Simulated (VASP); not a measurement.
# AlCr2C (P6_3/mmc) in VASP: single point with PBEsol

Aim: the single point of AlCr2C with PBEsol.

All numbers are computed with VASP 6.6.1; they aren't measurements. Logs are shortened: lines on timing, memory, paths and dates and some standing lists are left out, and cuts for length are marked.

## 1. The cell of the first run

Symmetry: P6_3/mmc, No. 194, hexagonal system. Conventional cell: a = 2.813 Å, b = 2.813 Å, c = 12.593 Å, α = 90.00°, β = 90.00°, γ = 120.00°. Al (site symmetry -6m2) has 6 Cr at 2.64 Å and 6 Al at 2.81 Å and 6 C at 3.54 Å within 3.6 Å. Within 2.7 Å of Cr (site symmetry 3m) lie 3 C at 1.94 Å and 3 Al at 2.64 Å and 3 Cr at 2.67 Å. Within 2.6 Å of C (site symmetry -3m) lie 6 Cr at 1.94 Å.

## 2. Single point, PBEsol

POSCAR reads:

```
AlCr2C
1.0
    2.8130321194      0.0000000000      0.0000000000
   -1.4065160597      2.4361572771      0.0000000000
    0.0000000000      0.0000000000     12.5928574814
Al Cr C
2 4 2
Direct
    0.6666666667      0.3333333333      0.2500000000
    0.3333333333      0.6666666667      0.7500000000
    0.3333333333      0.6666666667      0.4157001892
    0.6666666667      0.3333333333      0.9157001892
    0.6666666667      0.3333333333      0.5842998108
    0.3333333333      0.6666666667      0.0842998108
    0.0000000000      0.0000000000      0.5000000000
    0.0000000000      0.0000000000      0.0000000000
```

INCAR.step1 reads:

```
  PREC = Accurate
  ENCUT = 520
  EDIFF = 1E-6
  ISMEAR = 0
  SIGMA = 0.1
  LREAL = False
  LASPH = True
  NELM = 80
  ALGO = Normal
  ISIF = 2
  LWAVE = False
  LCHARG = True
  LMAXMIX = 4
  GGA = PS
  NBANDS = 41
```

KPOINTS.step1 reads:

```
Automatic mesh
0
Gamma
  15 15 4
```

INCAR.step2 reads:

```
  PREC = Accurate
  ENCUT = 520
  EDIFF = 1E-6
  ISMEAR = -5
  SIGMA = 0.1
  LREAL = False
  LASPH = True
  NELM = 80
  ALGO = Normal
  ISIF = 2
  LWAVE = False
  LCHARG = False
  LMAXMIX = 4
  GGA = PS
  LORBIT = 11
  NBANDS = 41
  NEDOS = 1001
  ICHARG = 11
```

KPOINTS.step2 reads:

```
Automatic mesh
0
Gamma
  23 23 6
```

Potentials or basis: VASP PAW PBE potentials, release 64 (Al, Cr_pv, C).

Command:

```sh
$ cat potpaw_PBE.64/Al/POTCAR potpaw_PBE.64/Cr_pv/POTCAR potpaw_PBE.64/C/POTCAR > POTCAR
$ cp INCAR.step1 INCAR
$ cp KPOINTS.step1 KPOINTS
$ mpirun -np 1 vasp_std > vasp.out
$ cp INCAR.step2 INCAR
$ cp KPOINTS.step2 KPOINTS
$ mpirun -np 1 vasp_std > vasp.out
```

OUTCAR:

```text
PREC = Accurate
   ENCUT = 520
   EDIFF = 1E-6
   ISMEAR = -5
   LREAL = False
   LASPH = True
   NELM = 80
   ISIF = 2
   GGA = PS
   LORBIT = 11
   ICHARG = 11

 ion  position               nearest neighbor table
   1  0.667  0.333  0.250-   3 2.64   6 2.64   3 2.64   6 2.64   3 2.64   6 2.64
   2  0.333  0.667  0.750-   4 2.64   5 2.64   4 2.64   5 2.64   4 2.64   5 2.64
   3  0.333  0.667  0.416-   7 1.94   7 1.94   7 1.94   1 2.64   1 2.64   1 2.64   5 2.67   5 2.67
                             5 2.67
   4  0.667  0.333  0.916-   8 1.94   8 1.94   8 1.94   2 2.64   2 2.64   2 2.64   6 2.67   6 2.67
                             6 2.67
   5  0.667  0.333  0.584-   7 1.94   7 1.94   7 1.94   2 2.64   2 2.64   2 2.64   3 2.67   3 2.67
                             3 2.67
   6  0.333  0.667  0.084-   8 1.94   8 1.94   8 1.94   1 2.64   1 2.64   1 2.64   4 2.67   4 2.67
                             4 2.67
   7  0.000  0.000  0.500-   3 1.94   5 1.94   5 1.94   3 1.94   5 1.94   3 1.94
   8  0.000  0.000  0.000-   4 1.94   6 1.94   4 1.94   6 1.94   4 1.94   6 1.94

  LATTYP: Found a hexagonal cell.
 ALAT       =     2.8130321194
 C/A-ratio  =     4.4766134715

  Lattice vectors:

 A1 = (   2.8130321194,   0.0000000000,   0.0000000000)
 A2 = (  -1.4065160597,   2.4361572771,   0.0000000000)
 A3 = (   0.0000000000,   0.0000000000,  12.5928574814)

Analysis of symmetry for initial positions (statically):
=====================================================================
 Subroutine PRICEL returns:
 Original cell was already a primitive cell.

 Routine SETGRP: Setting up the symmetry group for a
 hexagonal supercell.

 Subroutine GETGRP returns: Found 24 space group operations
 (whereof 12 operations were pure point group operations)
 out of a pool of 24 trial point group operations.

The static configuration has the point symmetry D_3d.
 The point group associated with its full space group is D_6h.

Analysis of symmetry for dynamics (positions and initial velocities):
=====================================================================
 Subroutine PRICEL returns:
 Original cell was already a primitive cell.

 Routine SETGRP: Setting up the symmetry group for a
 hexagonal supercell.

 Subroutine GETGRP returns: Found 24 space group operations
 (whereof 12 operations were pure point group operations)
 out of a pool of 24 trial point group operations.

The dynamic configuration has the point symmetry D_3d.
 The point group associated with its full space group is D_6h.

 Subroutine INISYM returns: Found 24 space group operations
 (whereof 12 operations are pure point group operations),
 and found     1 'primitive' translations

----------------------------------------------------------------------------------------

                                     Primitive cell

  volume of cell :      86.2987

  direct lattice vectors                    reciprocal lattice vectors
     2.813032119  0.000000000  0.000000000     0.355488298  0.205241264  0.000000000
    -1.406516060  2.436157277  0.000000000     0.000000000  0.410482529  0.000000000
     0.000000000  0.000000000 12.592857481     0.000000000  0.000000000  0.079410094

  length of vectors
     2.813032119  2.813032119 12.592857481     0.410482529  0.410482529  0.079410094

  position of ions in fractional coordinates (direct lattice)
     0.666666667  0.333333333  0.250000000
     0.333333333  0.666666667  0.750000000
     0.333333333  0.666666667  0.415700189
     0.666666667  0.333333333  0.915700189
     0.666666667  0.333333333  0.584299811
     0.333333333  0.666666667  0.084299811
     0.000000000  0.000000000  0.500000000
     0.000000000  0.000000000  0.000000000

  ion indices of the primitive-cell ions
   primitive index   ion index
                 1           1
                 2           2
                 3           3
                 4           4
                 5           5
                 6           6
                 7           7
                 8           8

----------------------------------------------------------------------------------------

 KPOINTS: Automatic mesh

Automatic generation of k-mesh.
 Grid dimensions read from file:
 generate k-points for:   23   23    6

 Generating k-lattice:

  Cartesian coordinates                     Fractional coordinates (reciprocal lattice)
     0.015456013  0.008923533  0.000000000     0.043478261  0.000000000  0.000000000
     0.000000000  0.017847066  0.000000000     0.000000000  0.043478261  0.000000000
     0.000000000  0.000000000  0.013235016     0.000000000  0.000000000  0.166666667

  Length of vectors
     0.017847066  0.017847066  0.013235016

  Shift w.r.t. Gamma in fractional coordinates (k-lattice)
     0.000000000  0.000000000  0.000000000

 TETIRR: Found   3243 inequivalent tetrahedra from    19044

 Subroutine IBZKPT returns following result:
 ===========================================

 Found    224 irreducible k-points:

 Following reciprocal coordinates:
            Coordinates               Weight
  0.000000  0.000000  0.000000      1.000000
  0.043478  0.000000  0.000000      6.000000
  0.086957 -0.000000  0.000000      6.000000
  0.130435 -0.000000  0.000000      6.000000
  0.173913  0.000000  0.000000      6.000000
  0.217391  0.000000  0.000000      6.000000
[... 16 lines left out ...]
  0.478261  0.043478  0.000000      6.000000
  0.086957  0.086957  0.000000      6.000000
 [... further k-points ...]
   k-points           NKPTS =    224   k-points in BZ     NKDIM =    224   number of bands    NBANDS=     41
   number of dos      NEDOS =   1001   number of ions     NIONS =      8
   total plane-waves  NPLWV =  55296
   dimension x,y,z NGX =    24 NGY =   24 NGZ =   96
   dimension x,y,z NGXF=    48 NGYF=   48 NGZF=  192
   ions per type =               2   4   2
   NGX,Y,Z   is equivalent  to a cutoff of  14.18, 14.18, 12.67 a.u.
   NGXF,Y,Z  is equivalent  to a cutoff of  28.37, 28.37, 25.35 a.u.
 SYSTEM =  unknown system
   PREC   = accura    normal or accurate (medium, high low for compatibility)
   ISTART =      0    job   : 0-new  1-cont  2-samecut
   ICHARG =     11    charge: 1-file 2-atom 10-const
   ISPIN  =      1    spin polarized calculation?
   LNONCOLLINEAR =      F non collinear calculations
   LSORBIT =      F    spin-orbit coupling
   LASPH  =      T    aspherical Exc in radial PAW
   ENCUT  =  520.0 eV  38.22 Ry    6.18 a.u.   5.23  5.23 23.41*2*pi/ulx,y,z
   NELM   =     80;   NELMIN=  2; NELMDL=  0     # of ELM steps
   EDIFF  = 0.1E-05   stopping-criterion for ELM
   LREAL  =      F    real-space projection
   EDIFFG = 0.1E-04   stopping-criterion for IOM
   NSW    =      0    number of steps for IOM
   IBRION =     -1    ionic relax: 0-MD 1-quasi-New 2-CG
   NFREE  =      0    steps in history (QN), initial steepest desc. (CG)
   ISIF   =      2    stress and relaxation
   ISYM   =      2    0-nonsym 1-usesym 2-fastsym
   POTIM  = 0.5000    time-step for ionic-motion
   TEBEG  =    0.0;   TEEND  =   0.0 temperature during run
   PSTRESS=    0.0 pullay stress
   NELECT =      62.0000    total number of electrons
   NUPDOWN=      -1.0000    fix difference up-down
   EMIN   =  10.00;   EMAX   =-10.00  energy-range for DOS
   EFERMI =   0.00;   METHOD = LEGACY
   ISMEAR =    -5;   SIGMA  =   0.10  broadening in eV -4-tet -1-fermi 0-gaus
   EFERMI_NEDOS =   21; number of points for ismear=-14 and -15
   IALGO  =     38    algorithm
   IMIX   =      4    mixing-type and parameters
     AMIX     =   0.40;   BMIX     =  1.00
     AMIX_MAG =   1.60;   BMIX_MAG =  1.00
  volume/ion in A,a.u.               =      10.79        72.80
  Fermi-wavevector in a.u.,A,eV,Ry     =   1.466236  2.770785 29.250469  2.149849
  Thomas-Fermi vector in A             =   2.581998
   LORBIT       =     11    0 simple, 1 ext, 2 COOP (PROOUT), +10 PAW based schemes
   GGA     = PS    functional components
   LHFCALC =     F    Hartree Fock is set to
   AEXX    =    0.0000 exact exchange contribution
   IVDW    =     0    specifies the selected vdW correction
   LEPSILON=     F    determine dielectric tensor
   LRPA    =     F    only Hartree local field effects (RPA)
 non-spin polarized calculation
 Fermi weights with tetrahedron method with Bloechl corrections
  energy-cutoff  :      520.00
  volume of cell :       86.30
 maximum number of plane-waves:      2352
 NGX is ok and might be reduce to    24

 number of electron      61.9999992 magnetization

 Free energy of the ion-electron system (eV)
  ---------------------------------------------------
  ext. energy  EPLUGINS =         0.00000000
  ---------------------------------------------------
  free energy    TOTEN  =       -70.26082436 eV

  energy without entropy =      -70.26082436  energy(sigma->0) =      -70.26082436

 E-fermi :  10.1960     XC(G=0): -12.7215

 val. band max:       10.2041454874   @ k =   0.3913   0.0000   0.0000
 cond. band min:      10.1810256199   @ k =   0.2609   0.0870   0.5000
 fundamental gap:     -0.0231198675
 Fermi energy:        10.1960119167

 k-point     1 :       0.0000    0.0000    0.0000
  band No.  band energies     occupation
      1     -33.0813      2.00000
      2     -33.0797      2.00000
      3     -32.8343      2.00000
      4     -32.8343      2.00000
      5     -32.8343      2.00000
      6     -32.8343      2.00000
[... 33 lines left out ...]
     40      13.6941      0.00000
     41      15.2935      0.00000

 k-point     2 :       0.0435    0.0000    0.0000
  band No.  band energies     occupation
      1     -33.0800      2.00000
      2     -33.0784      2.00000
      3     -32.8416      2.00000
      4     -32.8415      2.00000
      5     -32.8364      2.00000
      6     -32.8364      2.00000
[... 33 lines left out ...]
     40      13.7497      0.00000
     41      15.3405      0.00000

 k-point     3 :       0.0870   -0.0000    0.0000
  band No.  band energies     occupation
      1     -33.0763      2.00000
      2     -33.0748      2.00000
      3     -32.8618      2.00000
      4     -32.8617      2.00000
      5     -32.8424      2.00000
      6     -32.8423      2.00000
[... 33 lines left out ...]
     40      13.8985      0.00000
     41      15.4751      0.00000

 k-point     4 :       0.1304   -0.0000    0.0000
  band No.  band energies     occupation
      1     -33.0711      2.00000
      2     -33.0697      2.00000
      3     -32.8921      2.00000
      4     -32.8919      2.00000
      5     -32.8516      2.00000
      6     -32.8515      2.00000
[... 825 lines left out ...]
     40      12.6373      0.00000
     41      12.9762      0.00000

 k-point    23 :       0.4783    0.0435    0.0000
  band No.  band energies     occupation
      1     -33.1760      2.00000
      2     -33.1757      2.00000
      3     -33.1230      2.00000
      4     -33.1228      2.00000
      5     -32.9362      2.00000
      6     -32.9362      2.00000
[... 33 lines left out ...]
     40      12.5722      0.00000
     41      13.0199      0.00000

 k-point    24 :       0.0870    0.0870    0.0000
  band No.  band energies     occupation
      1     -33.0686      2.00000
      2     -33.0673      2.00000
      3     -32.9045      2.00000
      4     -32.9042      2.00000
      5     -32.8685      2.00000
      6     -32.8684      2.00000
[... 33 lines left out ...]
     40      14.1911      0.00000
     41      15.3692      0.00000

 [... further k-points ...]

------------------------ aborting loop because EDIFF is reached ----------------------------------------

  FORCE on cell =-STRESS in cart. coord.  units (eV):
  Direction    XX          YY          ZZ          XY          YZ          ZX
  --------------------------------------------------------------------------------------
  -------------------------------------------------------------------------------------
  Total       -0.0874434     -0.0874434     -0.1556765      0.0000000     -0.0000000      0.0000000
  in kB       -1.6234284     -1.6234284     -2.8902095      0.0000000     -0.0000000      0.0000000
  external PRESSURE =      -2.0456887 kB  Pullay stress =       0.0000000 kB

 VOLUME and BASIS-vectors are now :
 -----------------------------------------------------------------------------
  energy-cutoff  :      520.00
  volume of cell :       86.30
      direct lattice vectors                 reciprocal lattice vectors
     2.813032119  0.000000000  0.000000000     0.355488298  0.205241264  0.000000000
    -1.406516060  2.436157277  0.000000000     0.000000000  0.410482529  0.000000000
     0.000000000  0.000000000 12.592857481     0.000000000  0.000000000  0.079410094

 POSITION                                       TOTAL-FORCE (eV/Angst)
 -----------------------------------------------------------------------------------
      1.40652      0.81205      3.14821         0.000000     -0.000000     -0.000000
     -0.00000      1.62410      9.44464         0.000000     -0.000000      0.000000
     -0.00000      1.62410      5.23485        -0.000000     -0.000000     -0.054097
      1.40652      0.81205     11.53128         0.000000      0.000000     -0.054097
      1.40652      0.81205      7.35800         0.000000      0.000000      0.054097
     -0.00000      1.62410      1.06158        -0.000000     -0.000000      0.054097
      0.00000      0.00000      6.29643         0.000000     -0.000000      0.000000
      0.00000      0.00000      0.00000         0.000000     -0.000000      0.000000
 -----------------------------------------------------------------------------------
    total drift:                               -0.000000      0.000000     -0.000000

  FREE ENERGIE OF THE ION-ELECTRON SYSTEM (eV)
  ---------------------------------------------------
  free  energy   TOTEN  =       -70.2608243586 eV

  energy  without entropy=      -70.2608243586  energy(sigma->0) =      -70.26082436

 total charge

# of ion       s       p       d       tot
------------------------------------------
    1        0.413   0.407   0.000   0.820
    2        0.413   0.407   0.000   0.820
    3        0.347   6.439   4.418  11.203
    4        0.347   6.439   4.418  11.203
    5        0.347   6.439   4.418  11.203
    6        0.347   6.439   4.418  11.203
    7        0.904   1.584   0.000   2.489
    8        0.904   1.584   0.000   2.489
--------------------------------------------------
tot          4.022  29.737  17.671  51.430
```

It took 30 min on 1 thread of Intel Xeon 8259CL, shared host; peak memory 0.68 GiB.

What came out:

```yaml
Valence_electrons_inside_the_program's_atomic_spheres: Al 0.82; Cr 11.20; C 2.49
```

Caveat: the PAW data sets were made with another functional, which shifts forces and pressure a little; the run has no spin polarisation, though such a crystal can be magnetic.
